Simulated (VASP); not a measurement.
# AlN (P6_3mc) in VASP: notebook

The runs below take AlN through single point, with PBEsol.

Program: VASP 6.6.1. These are calculated values, not measurements. Logs are shortened: lines on timing, memory, paths and dates and some standing lists are left out, and cuts for length are marked.

## Step 1: The cell of the first run

The structure is hexagonal, space group P6_3mc (No. 186). The conventional cell has a = 3.158 Å, b = 3.158 Å, c = 5.127 Å, α = 90.00°, β = 90.00°, γ = 120.00°. Within 2.5 Å of Al (site symmetry 3m) lie 4 N at 1.92 to 1.97 Å. Within 2.5 Å of N (site symmetry 3m) lie 4 Al at 1.92 to 1.97 Å.

## Step 2: Single point, PBEsol (strain +0.015 along x and y, +0.030 along z)

INCAR

```
PREC     = Accurate       # precision mode
ENCUT    = 600            # plane-wave cutoff, eV
EDIFF    = 1E-6           # SCF threshold, eV
ISMEAR   = 0              # smearing method
SIGMA    = 0.05           # smearing width, eV
LREAL    = False          # projectors in reciprocal space
LASPH    = True           # aspherical terms in the spheres
NELM     = 120            # most SCF steps
ALGO     = Normal         # electronic algorithm
ISIF     = 2              # what is computed and relaxed
LWAVE    = False          # write WAVECAR
LCHARG   = False          # write CHGCAR
GGA      = PS             # functional
NBANDS   = 16             # bands
GGA_COMPAT= False
```

KPOINTS

```
regular mesh
0
Gamma
  12 12 6
```

POSCAR

```
AlN
1.0
    3.1576671839      0.0000000000      0.0000000000
   -1.5788335919      2.7346199979      0.0000000000
    0.0000000000      0.0000000000      5.1273400000
Al N
2 2
Direct
    0.3333333333      0.6666666667      0.0000000000
    0.6666666667      0.3333333333      0.5000000000
    0.3333333333      0.6666666667      0.3850000000
    0.6666666667      0.3333333333      0.8850000000
```

Potentials or basis: VASP PAW PBE potentials, release 64 (Al, N).

Started as:

```sh
cat potpaw_PBE.64/Al/POTCAR potpaw_PBE.64/N/POTCAR > POTCAR
mpirun -np 1 vasp_std > vasp.out
```

OUTCAR:

```text
PREC = Accurate
   ENCUT = 600
   EDIFF = 1E-6
   ISMEAR = 0
   LREAL = False
   LASPH = True
   NELM = 120
   ISIF = 2
   GGA = PS

 ion  position               nearest neighbor table
   1  0.333  0.667  0.000-   4 1.92   4 1.92   4 1.92   3 1.97   2 3.15   2 3.15   2 3.15   2 3.15
                             2 3.15   2 3.15
   2  0.667  0.333  0.500-   3 1.92   3 1.92   3 1.92   4 1.97   1 3.15   1 3.15   1 3.15   1 3.15
                             1 3.15   1 3.15
   3  0.333  0.667  0.385-   2 1.92   2 1.92   2 1.92   1 1.97
   4  0.667  0.333  0.885-   1 1.92   1 1.92   1 1.92   2 1.97

  LATTYP: Found a hexagonal cell.
 ALAT       =     3.1576671839
 C/A-ratio  =     1.6237746733

  Lattice vectors:

 A1 = (   3.1576671839,   0.0000000000,   0.0000000000)
 A2 = (  -1.5788335919,   2.7346199979,   0.0000000000)
 A3 = (   0.0000000000,   0.0000000000,   5.1273400000)

Analysis of symmetry for initial positions (statically):
=====================================================================
 Subroutine PRICEL returns:
 Original cell was already a primitive cell.

 Routine SETGRP: Setting up the symmetry group for a
 hexagonal supercell.

 Subroutine GETGRP returns: Found 12 space group operations
 (whereof  6 operations were pure point group operations)
 out of a pool of 24 trial point group operations.

The static configuration has the point symmetry C_3v.
 The point group associated with its full space group is C_6v.

Analysis of symmetry for dynamics (positions and initial velocities):
=====================================================================
 Subroutine PRICEL returns:
 Original cell was already a primitive cell.

 Routine SETGRP: Setting up the symmetry group for a
 hexagonal supercell.

 Subroutine GETGRP returns: Found 12 space group operations
 (whereof  6 operations were pure point group operations)
 out of a pool of 24 trial point group operations.

The dynamic configuration has the point symmetry C_3v.
 The point group associated with its full space group is C_6v.

 Subroutine INISYM returns: Found 12 space group operations
 (whereof  6 operations are pure point group operations),
 and found     1 'primitive' translations

----------------------------------------------------------------------------------------

                                     Primitive cell

  volume of cell :      44.2747

  direct lattice vectors                    reciprocal lattice vectors
     3.157667184  0.000000000  0.000000000     0.316689487  0.182840760  0.000000000
    -1.578833592  2.734619998  0.000000000     0.000000000  0.365681521  0.000000000
     0.000000000  0.000000000  5.127340000     0.000000000  0.000000000  0.195032902

  length of vectors
     3.157667184  3.157667184  5.127340000     0.365681521  0.365681521  0.195032902

  position of ions in fractional coordinates (direct lattice)
     0.333333333  0.666666667  0.000000000
     0.666666667  0.333333333  0.500000000
     0.333333333  0.666666667  0.385000000
     0.666666667  0.333333333  0.885000000

  ion indices of the primitive-cell ions
   primitive index   ion index
                 1           1
                 2           2
                 3           3
                 4           4

----------------------------------------------------------------------------------------

 KPOINTS: regular mesh

Automatic generation of k-mesh.
 Grid dimensions read from file:
 generate k-points for:   12   12    6

 Generating k-lattice:

  Cartesian coordinates                     Fractional coordinates (reciprocal lattice)
     0.026390791  0.015236730  0.000000000     0.083333333  0.000000000  0.000000000
     0.000000000  0.030473460  0.000000000     0.000000000  0.083333333  0.000000000
     0.000000000  0.000000000  0.032505484     0.000000000  0.000000000  0.166666667

  Length of vectors
     0.030473460  0.030473460  0.032505484

  Shift w.r.t. Gamma in fractional coordinates (k-lattice)
     0.000000000  0.000000000  0.000000000

 Subroutine IBZKPT returns following result:
 ===========================================

 Found     76 irreducible k-points:

 Following reciprocal coordinates:
            Coordinates               Weight
  0.000000  0.000000  0.000000      1.000000
  0.083333 -0.000000  0.000000      6.000000
  0.166667 -0.000000  0.000000      6.000000
  0.250000 -0.000000  0.000000      6.000000
  0.333333 -0.000000  0.000000      6.000000
  0.416667 -0.000000  0.000000      6.000000
[... 16 lines left out ...]
  0.250000 -0.000000  0.166667     12.000000
  0.333333 -0.000000  0.166667     12.000000
 [... further k-points ...]
   k-points           NKPTS =     76   k-points in BZ     NKDIM =     76   number of bands    NBANDS=     16
   number of dos      NEDOS =    301   number of ions     NIONS =      4
   total plane-waves  NPLWV =  32928
   dimension x,y,z NGX =    28 NGY =   28 NGZ =   42
   dimension x,y,z NGXF=    56 NGYF=   56 NGZF=   84
   ions per type =               2   2
   NGX,Y,Z   is equivalent  to a cutoff of  14.74, 14.74, 13.62 a.u.
   NGXF,Y,Z  is equivalent  to a cutoff of  29.48, 29.48, 27.24 a.u.
 SYSTEM =  unknown system
   PREC   = accura    normal or accurate (medium, high low for compatibility)
   ISTART =      0    job   : 0-new  1-cont  2-samecut
   ICHARG =      2    charge: 1-file 2-atom 10-const
   ISPIN  =      1    spin polarized calculation?
   LNONCOLLINEAR =      F non collinear calculations
   LSORBIT =      F    spin-orbit coupling
   LASPH  =      T    aspherical Exc in radial PAW
   ENCUT  =  600.0 eV  44.10 Ry    6.64 a.u.   6.31  6.31 10.24*2*pi/ulx,y,z
   NELM   =    120;   NELMIN=  2; NELMDL= -5     # of ELM steps
   EDIFF  = 0.1E-05   stopping-criterion for ELM
   LREAL  =      F    real-space projection
   EDIFFG = 0.1E-04   stopping-criterion for IOM
   NSW    =      0    number of steps for IOM
   IBRION =     -1    ionic relax: 0-MD 1-quasi-New 2-CG
   NFREE  =      0    steps in history (QN), initial steepest desc. (CG)
   ISIF   =      2    stress and relaxation
   ISYM   =      2    0-nonsym 1-usesym 2-fastsym
   POTIM  = 0.5000    time-step for ionic-motion
   TEBEG  =    0.0;   TEEND  =   0.0 temperature during run
   PSTRESS=    0.0 pullay stress
   NELECT =      16.0000    total number of electrons
   NUPDOWN=      -1.0000    fix difference up-down
   EMIN   =  10.00;   EMAX   =-10.00  energy-range for DOS
   EFERMI =   0.00;   METHOD = LEGACY
   ISMEAR =     0;   SIGMA  =   0.05  broadening in eV -4-tet -1-fermi 0-gaus
   EFERMI_NEDOS =   21; number of points for ismear=-14 and -15
   IALGO  =     38    algorithm
   IMIX   =      4    mixing-type and parameters
     AMIX     =   0.40;   BMIX     =  1.00
     AMIX_MAG =   1.60;   BMIX_MAG =  1.00
  volume/ion in A,a.u.               =      11.07        74.70
  Fermi-wavevector in a.u.,A,eV,Ry     =   1.166084  2.203578 18.500534  1.359751
  Thomas-Fermi vector in A             =   2.302601
   LORBIT       =      0    0 simple, 1 ext, 2 COOP (PROOUT), +10 PAW based schemes
   GGA     = PS    functional components
   LHFCALC =     F    Hartree Fock is set to
   AEXX    =    0.0000 exact exchange contribution
   IVDW    =     0    specifies the selected vdW correction
   LEPSILON=     F    determine dielectric tensor
   LRPA    =     F    only Hartree local field effects (RPA)
 non-spin polarized calculation
 Gauss-broadening in eV      SIGMA  =   0.05
  energy-cutoff  :      600.00
  volume of cell :       44.27
 maximum number of plane-waves:      1520
 NGX is ok and might be reduce to    28
   NGX = 13   NGY = 13   NGZ = 21

 number of electron      16.0000001 magnetization

 Free energy of the ion-electron system (eV)
  ---------------------------------------------------
  ext. energy  EPLUGINS =         0.00000000
  ---------------------------------------------------
  free energy    TOTEN  =       -31.22437000 eV

  energy without entropy =      -31.22437000  energy(sigma->0) =      -31.22437000

 E-fermi :   5.7596     XC(G=0): -10.8557

 val. band max:        5.5233813105   @ k =   0.0000   0.0000   0.0000
 cond. band min:       9.1335125791   @ k =   0.0000   0.0000   0.0000
 fundamental gap:      3.6101312686
 Fermi energy:         5.7595998034

 k-point     1 :       0.0000    0.0000    0.0000
  band No.  band energies     occupation
      1      -9.3086      2.00000
      2      -7.3636      2.00000
      3      -0.2937      2.00000
      4       4.6995      2.00000
      5       4.6995      2.00000
      6       5.3006      2.00000
[... 8 lines left out ...]
     15      18.0543      0.00000
     16      18.0543      0.00000

 k-point     2 :       0.0833   -0.0000    0.0000
  band No.  band energies     occupation
      1      -9.2239      2.00000
      2      -7.3140      2.00000
      3      -0.1910      2.00000
      4       4.2913      2.00000
      5       4.5883      2.00000
      6       4.8743      2.00000
[... 8 lines left out ...]
     15      17.8986      0.00000
     16      18.1493      0.00000

 k-point     3 :       0.1667   -0.0000    0.0000
  band No.  band energies     occupation
      1      -8.9775      2.00000
      2      -7.1780      2.00000
      3       0.1119      2.00000
      4       3.3001      2.00000
      5       3.9961      2.00000
      6       4.3253      2.00000
[... 8 lines left out ...]
     15      17.3342      0.00000
     16      17.9048      0.00000

 k-point     4 :       0.2500   -0.0000    0.0000
  band No.  band energies     occupation
      1      -8.5949      2.00000
      2      -6.9961      2.00000
      3       0.5962      2.00000
      4       2.1528      2.00000
      5       3.0467      2.00000
      6       4.0216      2.00000
[... 8 lines left out ...]
     15      17.0316      0.00000
     16      18.3186      0.00000
[... 324 lines left out ...]
 k-point    22 :       0.1667   -0.0000    0.1667
  band No.  band energies     occupation
      1      -8.8845      2.00000
      2      -7.3416      2.00000
      3       0.3921      2.00000
      4       3.3536      2.00000
      5       3.7876      2.00000
      6       4.3782      2.00000
[... 8 lines left out ...]
     15      17.3789      0.00000
     16      17.9506      0.00000

 k-point    23 :       0.2500   -0.0000    0.1667
  band No.  band energies     occupation
      1      -8.5088      2.00000
      2      -7.1335      2.00000
      3       0.7336      2.00000
      4       2.2958      2.00000
      5       2.8970      2.00000
      6       4.0830      2.00000
[... 8 lines left out ...]
     15      17.1779      0.00000
     16      18.3520      0.00000

 k-point    24 :       0.3333   -0.0000    0.1667
  band No.  band energies     occupation
      1      -8.0531      2.00000
      2      -6.9400      2.00000
      3       0.7588      2.00000
      4       1.6483      2.00000
      5       2.2398      2.00000
      6       3.8239      2.00000
[... 8 lines left out ...]
     15      17.1811      0.00000
     16      19.1993      0.00000

 [... further k-points ...]
[... 5 lines left out ...]
  --------------------------------------------------------------------------------------
  -------------------------------------------------------------------------------------
  Total       -2.3290520     -2.3290520     -3.8013262     -0.0000000      0.0000000      0.0000000
  in kB      -84.2818978    -84.2818978   -137.5593993     -0.0000000      0.0000000      0.0000000
  external PRESSURE =    -102.0410649 kB  Pullay stress =       0.0000000 kB

 VOLUME and BASIS-vectors are now :
 -----------------------------------------------------------------------------
  energy-cutoff  :      600.00
  volume of cell :       44.27
      direct lattice vectors                 reciprocal lattice vectors
     3.157667184  0.000000000  0.000000000     0.316689487  0.182840760  0.000000000
    -1.578833592  2.734619998  0.000000000     0.000000000  0.365681521  0.000000000
     0.000000000  0.000000000  5.127340000     0.000000000  0.000000000  0.195032902

 POSITION                                       TOTAL-FORCE (eV/Angst)
 -----------------------------------------------------------------------------------
     -0.00000      1.82308      0.00000         0.000000     -0.000000      0.281567
      1.57883      0.91154      2.56367         0.000000      0.000000      0.281567
     -0.00000      1.82308      1.97403         0.000000      0.000000     -0.281567
      1.57883      0.91154      4.53770        -0.000000     -0.000000     -0.281567
 -----------------------------------------------------------------------------------
    total drift:                               -0.000000      0.000000     -0.000296

  FREE ENERGIE OF THE ION-ELECTRON SYSTEM (eV)
  ---------------------------------------------------
  free  energy   TOTEN  =       -31.2243699960 eV

  energy  without entropy=      -31.2243699960  energy(sigma->0) =      -31.22437000
```

It took 23 s on 1 thread of Intel Xeon 6975P-C (Granite Rapids), shared host; peak memory 0.2 GiB.

Results:

```
Free energy            : -31.2244 eV
Pressure               : -10.2 GPa
Largest force          : 0.282 eV/Å
Band gap on the k mesh : 3.61 eV, direct
```

Forces in eV/Å, atoms in the order of the input:
```
Al   0.000  0.000  0.282
Al   0.000  0.000  0.282
N    0.000  0.000 -0.282
N    0.000  0.000 -0.282
```

Caveat: the cell differs from its parent crystal (strain +0.015 along x and y, +0.030 along z); the PAW data sets were made with another functional, which shifts forces and pressure a little. A k mesh can miss the band edges.

## Step 3: Single point, PBEsol (strain +0.030 along x and y, +0.015 along z)

INCAR

```
ALGO = Normal
EDIFF = 1E-6
ENCUT = 600
GGA = PS
GGA_COMPAT = F
ISIF = 2
ISMEAR = 0
LASPH = T
LCHARG = T
LELF = T
LREAL = F
LVHAR = T
LWAVE = F
NBANDS = 16
NELM = 120
PREC = Accurate
SIGMA = 0.05
```

KPOINTS

```
k-points
0
Gamma
  12 12 6
```

POSCAR

```
AlN
1.0
    3.2043322161      0.0000000000      0.0000000000
   -1.6021661081      2.7750331013      0.0000000000
    0.0000000000      0.0000000000      5.0526700000
Al N
2 2
Direct
    0.3333333333      0.6666666667      0.0000000000
    0.6666666667      0.3333333333      0.5000000000
    0.3333333333      0.6666666667      0.3850000000
    0.6666666667      0.3333333333      0.8850000000
```

Potentials or basis: VASP PAW PBE potentials, release 64 (Al, N).

Started as:

```sh
cat potpaw_PBE.64/Al/POTCAR potpaw_PBE.64/N/POTCAR > POTCAR
mpirun -np 1 vasp_std > vasp.out
```

Run time: 22 s. Hardware: 1 thread of Intel Xeon 6975P-C (Granite Rapids), shared host; peak memory 0.2 GiB.

The run converged. Its results:

```
Free energy            : -31.1806 eV
Pressure               : -12.9 GPa
Largest force          : 0.058 eV/Å
Band gap on the k mesh : 3.42 eV, direct
```

Forces on the atoms (eV/Å):
```
Al   0.000  0.000  0.058
Al   0.000  0.000  0.058
N    0.000  0.000 -0.058
N    0.000  0.000 -0.058
```

Stress tensor (GPa, compression positive):
```
-14.30   0.00   0.00
  0.00 -14.30   0.00
  0.00   0.00 -10.05
```

Levels at points of the mesh, in eV from the valence-band top:
| k point | band 5 | band 6 | band 7 | band 8 | band 9 | band 10 | band 11 | band 12 |
| --- | --- | --- | --- | --- | --- | --- | --- | --- |
| (0.00, 0.00, 0.00) | -1.01 | -0.33 | -0.33 | 0.00 | 3.42 | 5.73 | 9.95 | 10.28 |
| (0.50, 0.00, 0.00) | -3.29 | -2.17 | -1.76 | -0.77 | 5.27 | 5.54 | 7.38 | 9.56 |
| (0.00, 0.00, 0.50) | -0.68 | -0.68 | -0.68 | -0.68 | 5.64 | 5.64 | 9.61 | 9.61 |
| (0.50, 0.00, 0.50) | -1.55 | -1.55 | -1.34 | -1.34 | 4.89 | 4.89 | 8.60 | 8.60 |

Caveat: the cell differs from its parent crystal (strain +0.030 along x and y, +0.015 along z); the PAW data sets were made with another functional, which shifts forces and pressure a little. A k mesh can miss the band edges.
